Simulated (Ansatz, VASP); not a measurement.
## LiH: VASP beside Ansatz

```
Li H
1.0
     3.28705    0.00000    0.00000
    -1.64353    2.84667    0.00000
     0.00000    0.00000    4.10936
Li H
2 2
Direct
  0.33333 0.66667 0.25000
  0.66667 0.33333 0.75000
  0.66667 0.33333 0.25000
  0.33333 0.66667 0.75000
```

Alike in both runs: task single point; functional r2SCAN; k mesh 9 × 9 × 6; no spin polarisation.

|  | VASP | Ansatz |
| --- | --- | --- |
| version | VASP 6.6.1 | Ansatz 0.2.0 |
| potentials or method | VASP PAW PBE potentials, release 64 (Li_sv, H) | plane waves, PAW |
| plane-wave cutoff (eV) | 520 | 500 |
| occupations | gaussian, width 0.01 eV | fixed |
| valence electrons in the cell | 8 | 8 |

```tsv
	VASP	Ansatz	Ansatz less VASP
gap on the k mesh at the Fermi level (eV)	2.35	2.40	+0.048
```

VASP's potentials were made for PBE, not for r2SCAN.

Noted on VASP's run: the cutoff is under 1.25 times that of the potentials, so the pressure is a little rough.
